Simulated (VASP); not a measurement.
# TiSi (Cmmm) in VASP: further runs

TiSi is run at these levels: r2SCAN; tasks: single point.

Everything below comes from runs of VASP 6.6.1. Logs are shortened: lines on timing, memory, paths and dates and some standing lists are left out, and cuts for length are marked.

### Step 1. The cell of the first run

The structure is orthorhombic, space group Cmmm (No. 65). The conventional cell has a = 3.682 Å, b = 4.293 Å, c = 3.702 Å, α = 90.00°, β = 90.00°, γ = 90.00°. Within 3.4 Å of Ti (site symmetry mmm) lie 8 Si at 2.61 to 2.83 Å and 4 Ti at 2.83 Å. Si (site symmetry mmm) has 8 Ti at 2.61 to 2.83 Å and 4 Si at 2.83 Å within 3.4 Å.

### Step 2. Single point, r2SCAN

The input, POSCAR:

```
TiSi
1.0
    1.8410602427     -2.1466361531      0.0000000000
    1.8410602427      2.1466361531      0.0000000000
    0.0000000000      0.0000000000      3.7018071945
Ti Si
1 1
Direct
    0.5000000000      0.5000000000      0.0000000000
    0.0000000000      0.0000000000      0.5000000000
```

The input, INCAR.step1:

```
PREC = Accurate
ENCUT = 520
ISMEAR = 0
SIGMA = 0.15
LREAL = False
LASPH = True
NELM = 60
NBANDS = 15
GGA = PE
ALGO = Normal
EDIFF = 1E-4
LWAVE = True
LCHARG = False
```

The input, INCAR.step2:

```
PREC = Accurate
ENCUT = 520
EDIFF = 1E-6
ISMEAR = 0
SIGMA = 0.15
LREAL = False
LASPH = True
NELM = 60
ALGO = Normal
ISIF = 2
LWAVE = False
LCHARG = True
METAGGA = R2SCAN
LMIXTAU = True
LELF = True
LVHAR = True
NBANDS = 15
ISTART = 1
```

The input, KPOINTS:

```
Automatic mesh
0
Gamma
  20 20 14
```

Potentials or basis: VASP PAW PBE potentials, release 64 (Ti_sv, Si).

Command:

```sh
> cat potpaw_PBE.64/Ti_sv/POTCAR potpaw_PBE.64/Si/POTCAR > POTCAR
> cp INCAR.step1 INCAR
> mpirun -np 1 vasp_std > vasp.out
> cp INCAR.step2 INCAR
> mpirun -np 1 vasp_std > vasp.out
```

OUTCAR:

```text
PREC = Accurate
   ENCUT = 520
   EDIFF = 1E-6
   ISMEAR = 0
   LREAL = False
   LASPH = True
   NELM = 60
   ISIF = 2
   METAGGA = R2SCAN
   ISTART = 1

 ion  position               nearest neighbor table
   1  0.500  0.500  0.000-   2 2.61   2 2.61   2 2.61   2 2.61   2 2.83   2 2.83   2 2.83   2 2.83

   2  0.000  0.000  0.500-   1 2.61   1 2.61   1 2.61   1 2.61   1 2.83   1 2.83   1 2.83   1 2.83

  LATTYP: Found a base centered orthorhombic cell.
 ALAT       =     3.6821204854
 B/A-ratio  =     1.1659782246
 C/A-ratio  =     1.0053465684

  Lattice vectors:

 A1 = (   1.8410602427,  -2.1466361531,   0.0000000000)
 A2 = (   1.8410602427,   2.1466361531,   0.0000000000)
 A3 = (   0.0000000000,   0.0000000000,   3.7018071945)

Analysis of symmetry for initial positions (statically):
=====================================================================
 Subroutine PRICEL returns:
 Original cell was already a primitive cell.

 Routine SETGRP: Setting up the symmetry group for a
 base centered orthorhombic supercell.

 Subroutine GETGRP returns: Found  8 space group operations
 (whereof  8 operations were pure point group operations)
 out of a pool of  8 trial point group operations.

The static configuration has the point symmetry D_2h.

Analysis of symmetry for dynamics (positions and initial velocities):
=====================================================================
 Subroutine PRICEL returns:
 Original cell was already a primitive cell.

 Routine SETGRP: Setting up the symmetry group for a
 base centered orthorhombic supercell.

 Subroutine GETGRP returns: Found  8 space group operations
 (whereof  8 operations were pure point group operations)
 out of a pool of  8 trial point group operations.

The dynamic configuration has the point symmetry D_2h.

 Subroutine INISYM returns: Found  8 space group operations
 (whereof  8 operations are pure point group operations),
 and found     1 'primitive' translations

----------------------------------------------------------------------------------------

                                     Primitive cell

  volume of cell :      29.2597

  direct lattice vectors                    reciprocal lattice vectors
     1.841060243 -2.146636153  0.000000000     0.271582639 -0.232922566  0.000000000
     1.841060243  2.146636153  0.000000000     0.271582639  0.232922566  0.000000000
     0.000000000  0.000000000  3.701807195     0.000000000  0.000000000  0.270138326

  length of vectors
     2.827993916  2.827993916  3.701807195     0.357784924  0.357784924  0.270138326

  position of ions in fractional coordinates (direct lattice)
     0.500000000  0.500000000  0.000000000
     0.000000000  0.000000000  0.500000000

  ion indices of the primitive-cell ions
   primitive index   ion index
                 1           1
                 2           2

----------------------------------------------------------------------------------------

 KPOINTS: Automatic mesh

Automatic generation of k-mesh.
 Grid dimensions read from file:
 generate k-points for:   20   20   14

 Generating k-lattice:

  Cartesian coordinates                     Fractional coordinates (reciprocal lattice)
     0.013579132 -0.011646128  0.000000000     0.050000000  0.000000000  0.000000000
     0.013579132  0.011646128  0.000000000     0.000000000  0.050000000  0.000000000
     0.000000000  0.000000000  0.019295595     0.000000000  0.000000000  0.071428571

  Length of vectors
     0.017889246  0.017889246  0.019295595

  Shift w.r.t. Gamma in fractional coordinates (k-lattice)
     0.000000000  0.000000000  0.000000000

 Subroutine IBZKPT returns following result:
 ===========================================

 Found    888 irreducible k-points:

 Following reciprocal coordinates:
            Coordinates               Weight
  0.000000  0.000000  0.000000      1.000000
  0.050000  0.000000  0.000000      4.000000
  0.100000  0.000000  0.000000      4.000000
  0.150000  0.000000  0.000000      4.000000
  0.200000  0.000000  0.000000      4.000000
  0.250000  0.000000  0.000000      4.000000
[... 16 lines left out ...]
 -0.400000  0.050000  0.000000      4.000000
 -0.350000  0.050000  0.000000      4.000000
 [... further k-points ...]
   k-points           NKPTS =    888   k-points in BZ     NKDIM =    888   number of bands    NBANDS=     15
   number of dos      NEDOS =    301   number of ions     NIONS =      2
   total plane-waves  NPLWV =  16128
   dimension x,y,z NGX =    24 NGY =   24 NGZ =   28
   dimension x,y,z NGXF=    48 NGYF=   48 NGZF=   56
   ions per type =               1   1
   NGX,Y,Z   is equivalent  to a cutoff of  14.11, 14.11, 12.57 a.u.
   NGXF,Y,Z  is equivalent  to a cutoff of  28.22, 28.22, 25.15 a.u.
 SYSTEM =  unknown system
   PREC   = accura    normal or accurate (medium, high low for compatibility)
   ISTART =      1    job   : 0-new  1-cont  2-samecut
   ICHARG =      0    charge: 1-file 2-atom 10-const
   ISPIN  =      1    spin polarized calculation?
   LNONCOLLINEAR =      F non collinear calculations
   LSORBIT =      F    spin-orbit coupling
   LASPH  =      T    aspherical Exc in radial PAW
   ENCUT  =  520.0 eV  38.22 Ry    6.18 a.u.   5.26  5.26  6.88*2*pi/ulx,y,z
   NELM   =     60;   NELMIN=  2; NELMDL=  0     # of ELM steps
   EDIFF  = 0.1E-05   stopping-criterion for ELM
   LREAL  =      F    real-space projection
   EDIFFG = 0.1E-04   stopping-criterion for IOM
   NSW    =      0    number of steps for IOM
   IBRION =     -1    ionic relax: 0-MD 1-quasi-New 2-CG
   NFREE  =      0    steps in history (QN), initial steepest desc. (CG)
   ISIF   =      2    stress and relaxation
   ISYM   =      2    0-nonsym 1-usesym 2-fastsym
   POTIM  = 0.5000    time-step for ionic-motion
   TEBEG  =    0.0;   TEEND  =   0.0 temperature during run
   PSTRESS=    0.0 pullay stress
   NELECT =      16.0000    total number of electrons
   NUPDOWN=      -1.0000    fix difference up-down
   EMIN   =  10.00;   EMAX   =-10.00  energy-range for DOS
   EFERMI =   0.00;   METHOD = LEGACY
   ISMEAR =     0;   SIGMA  =   0.15  broadening in eV -4-tet -1-fermi 0-gaus
   EFERMI_NEDOS =   21; number of points for ismear=-14 and -15
   IALGO  =     38    algorithm
   IMIX   =      4    mixing-type and parameters
     AMIX     =   0.40;   BMIX     =  1.00
     AMIX_MAG =   1.60;   BMIX_MAG =  1.00
  volume/ion in A,a.u.               =      14.63        98.73
  Fermi-wavevector in a.u.,A,eV,Ry     =   1.338725  2.529824 24.384157  1.792185
  Thomas-Fermi vector in A             =   2.467173
   LORBIT       =      0    0 simple, 1 ext, 2 COOP (PROOUT), +10 PAW based schemes
   METAGGA = R2SCAN    functional components
   LHFCALC =     F    Hartree Fock is set to
   AEXX    =    0.0000 exact exchange contribution
   IVDW    =     0    specifies the selected vdW correction
   LEPSILON=     F    determine dielectric tensor
   LRPA    =     F    only Hartree local field effects (RPA)
 non-spin polarized calculation
 Gauss-broadening in eV      SIGMA  =   0.15
  energy-cutoff  :      520.00
  volume of cell :       29.26
 maximum number of plane-waves:       800
 NGX is ok and might be reduce to    24

 number of electron      15.9999994 magnetization

 Free energy of the ion-electron system (eV)
  ---------------------------------------------------
  ext. energy  EPLUGINS =         0.00000000
  ---------------------------------------------------
  free energy    TOTEN  =       -22.76888553 eV

  energy without entropy =      -22.75595005  energy(sigma->0) =      -22.76241779

 E-fermi :  10.1486     XC(G=0): -12.5921

 val. band max:       10.1460726284   @ k =  -0.2000   0.1500   0.2857
 cond. band min:      10.1497155487   @ k =  -0.4500   0.3000   0.5000
 fundamental gap:      0.0036429203
 Fermi energy:        10.1486272893

 k-point     1 :       0.0000    0.0000    0.0000
  band No.  band energies     occupation
      1     -48.9075      2.00000
      2     -24.2729      2.00000
      3     -23.8811      2.00000
      4     -23.7855      2.00000
      5      -2.1974      2.00000
      6       7.7471      2.00000
      7       8.7392      2.00000
      8       8.8530      2.00000
      9      11.8626      0.00000
     10      12.6995      0.00000
     11      13.2399      0.00000
     12      15.2195      0.00000
     13      16.0803      0.00000
     14      17.3580      0.00000
     15      19.0130      0.00000

 k-point     2 :       0.0500    0.0000    0.0000
  band No.  band energies     occupation
      1     -48.9060      2.00000
      2     -24.2713      2.00000
      3     -23.8872      2.00000
      4     -23.7917      2.00000
      5      -2.1455      2.00000
      6       7.7837      2.00000
      7       8.6928      2.00000
      8       8.8482      2.00000
      9      11.9220      0.00000
     10      12.7111      0.00000
     11      13.1652      0.00000
     12      14.9775      0.00000
     13      15.9752      0.00000
     14      17.3592      0.00000
     15      19.3505      0.00000

 k-point     3 :       0.1000    0.0000    0.0000
  band No.  band energies     occupation
      1     -48.9015      2.00000
      2     -24.2666      2.00000
      3     -23.9105      2.00000
      4     -23.8041      2.00000
      5      -1.9904      2.00000
      6       7.8846      2.00000
      7       8.5652      2.00000
      8       8.8146      2.00000
      9      12.0805      0.00000
     10      12.7563      0.00000
     11      12.9745      0.00000
     12      14.2430      0.00000
     13      16.0580      0.00000
     14      17.3398      0.00000
     15      19.9550      0.00000
[... 343 lines left out ...]
 k-point    23 :      -0.4000    0.0500    0.0000
  band No.  band energies     occupation
      1     -48.8486      2.00000
      2     -24.3041      2.00000
      3     -24.2121      2.00000
      4     -23.8114      2.00000
      5       0.8266      2.00000
      6       4.9032      2.00000
      7       7.5451      2.00000
      8       9.2872      2.00000
      9      11.6001      0.00000
     10      12.4832      0.00000
     11      13.7824      0.00000
     12      15.1431      0.00000
     13      16.1176      0.00000
     14      18.8044      0.00000
     15      18.8795      0.00000

 k-point    24 :      -0.3500    0.0500    0.0000
  band No.  band energies     occupation
      1     -48.8558      2.00000
      2     -24.2475      2.00000
      3     -24.2196      2.00000
      4     -23.8143      2.00000
      5       0.1600      2.00000
      6       5.8514      2.00000
      7       7.6852      2.00000
      8       9.1641      2.00000
      9      11.6442      0.00000
     10      12.4341      0.00000
     11      13.3035      0.00000
     12      14.5641      0.00000
     13      16.4911      0.00000
     14      18.4164      0.00000
     15      19.7839      0.00000

 [... further k-points ...]

------------------------ aborting loop because EDIFF is reached ----------------------------------------

  FORCE on cell =-STRESS in cart. coord.  units (eV):
  Direction    XX          YY          ZZ          XY          YZ          ZX
  --------------------------------------------------------------------------------------
  -------------------------------------------------------------------------------------
  Total       -0.4553082     -0.4056115      0.5689411      0.0000000      0.0000000      0.0000000
  in kB      -24.9313534    -22.2101039     31.1535605      0.0000000      0.0000000      0.0000000
  external PRESSURE =      -5.3292989 kB  Pullay stress =       0.0000000 kB

 VOLUME and BASIS-vectors are now :
 -----------------------------------------------------------------------------
  energy-cutoff  :      520.00
  volume of cell :       29.26
      direct lattice vectors                 reciprocal lattice vectors
     1.841060243 -2.146636153  0.000000000     0.271582639 -0.232922566  0.000000000
     1.841060243  2.146636153  0.000000000     0.271582639  0.232922566  0.000000000
     0.000000000  0.000000000  3.701807195     0.000000000  0.000000000  0.270138326

 POSITION                                       TOTAL-FORCE (eV/Angst)
 -----------------------------------------------------------------------------------
      1.84106      0.00000      0.00000         0.000000     -0.000000      0.000000
      0.00000      0.00000      1.85090        -0.000000      0.000000      0.000000
 -----------------------------------------------------------------------------------
    total drift:                               -0.000000     -0.000000     -0.000000

  FREE ENERGIE OF THE ION-ELECTRON SYSTEM (eV)
  ---------------------------------------------------
  free  energy   TOTEN  =       -22.7688855306 eV

  energy  without entropy=      -22.7559500506  energy(sigma->0) =      -22.76241779
```

Run time: 7.4 min. Hardware: 1 thread of Intel Xeon 6975P-C (Granite Rapids), shared host; peak memory 0.47 GiB.

Results:

* Free energy: -22.7689 eV
* Pressure: -0.5 GPa
* Band gap on the k mesh: zero (bands 8 and 9 overlap by 1.45 eV)

Stress tensor (GPa, compression positive):
```
-2.49  0.00  0.00
 0.00 -2.22  0.00
 0.00  0.00  3.12
```

Caveat: the PAW data sets were made with another functional, which shifts forces and pressure a little.

### Step 3. Single point, r2SCAN

This run uses another cell than the first one, of the same volume but with other edges.

The input, POSCAR:

```
TiSi
1.0
    1.7868796831     -2.0834628005      0.0000000000
    1.7868796831      2.0834628005      0.0000000000
    0.0000000000      0.0000000000      3.9296979699
Ti Si
1 1
Direct
    0.5000000000      0.5000000000      0.0000000000
    0.0000000000      0.0000000000      0.5000000000
```

The input, INCAR.step1:

```
SYSTEM = TiSi
PREC     = Accurate       ! precision mode
ENCUT    = 520            ! plane-wave cutoff, eV
ISMEAR   = 0              ! smearing method
SIGMA    = 0.15           ! smearing width, eV
LREAL    = .False.        ! projectors in reciprocal space
LASPH    = .True.         ! aspherical terms in the spheres
NELM     = 100            ! most SCF steps
NBANDS   = 15             ! bands
GGA      = PE             ! functional
ALGO     = Normal         ! electronic algorithm
EDIFF    = 1E-4           ! SCF threshold, eV
LWAVE    = .True.         ! write WAVECAR
LCHARG   = .False.        ! write CHGCAR
```

The input, INCAR.step2:

```
SYSTEM = TiSi
PREC     = Accurate       ! precision mode
ENCUT    = 520            ! plane-wave cutoff, eV
EDIFF    = 1E-6           ! SCF threshold, eV
ISMEAR   = 0              ! smearing method
SIGMA    = 0.15           ! smearing width, eV
LREAL    = .False.        ! projectors in reciprocal space
LASPH    = .True.         ! aspherical terms in the spheres
NELM     = 100            ! most SCF steps
ALGO     = Normal         ! electronic algorithm
ISIF     = 2              ! what is computed and relaxed
LWAVE    = .False.        ! write WAVECAR
LCHARG   = .True.         ! write CHGCAR
METAGGA  = R2SCAN         ! meta-GGA
LMIXTAU  = .True.       
LELF     = .True.         ! ELF
LVHAR    = .True.       
NBANDS   = 15             ! bands
ISTART   = 1
```

The input, KPOINTS:

```
Automatic mesh
0
Gamma
  20 20 14
  0 0 0
```

Potentials or basis: VASP PAW PBE potentials, release 64 (Ti_sv, Si).

Command:

```sh
> cat potpaw_PBE.64/Ti_sv/POTCAR potpaw_PBE.64/Si/POTCAR > POTCAR
> cp INCAR.step1 INCAR
> mpirun -np 1 vasp_std > vasp.out
> cp INCAR.step2 INCAR
> mpirun -np 1 vasp_std > vasp.out
```

It took 8.1 min on 1 thread of Intel Xeon 6975P-C (Granite Rapids), shared host; peak memory 0.47 GiB.

The run converged. Its results:

```yaml
Free_energy: -22.7682 eV
Pressure: -2.3 GPa
Band_gap_on_the_k_mesh: zero (bands 8 and 9 overlap by 1.76 eV)
```

Stress tensor (GPa, compression positive):
```
 0.43  0.00  0.00
 0.00 -1.20  0.00
 0.00  0.00 -6.25
```

Levels at points of the mesh, in eV from the Fermi level:
| k point | band 5 | band 6 | band 7 | band 8 | band 9 | band 10 | band 11 | band 12 |
| --- | --- | --- | --- | --- | --- | --- | --- | --- |
| (0.00, 0.00, 0.00) | -12.58 | -2.72 | -2.49 | -1.30 | 1.92 | 2.66 | 3.40 | 5.93 |
| (0.50, 0.00, 0.00) | -8.03 | -6.83 | -3.28 | -0.95 | 2.13 | 2.65 | 4.42 | 4.67 |
| (0.50, 0.50, 0.00) | -5.80 | -4.09 | -1.62 | -1.23 | -0.99 | -0.33 | 3.02 | 3.06 |
| (0.00, 0.00, 0.50) | -11.36 | -7.02 | -1.05 | 0.25 | 1.02 | 2.11 | 3.48 | 7.38 |
| (0.50, 0.00, 0.50) | -8.36 | -5.46 | -2.87 | -1.89 | 1.26 | 2.25 | 2.25 | 3.21 |
| (0.50, 0.50, 0.50) | -5.16 | -3.92 | -3.44 | -3.05 | 2.20 | 2.64 | 2.67 | 3.93 |

Caveat: the PAW data sets were made with another functional, which shifts forces and pressure a little.
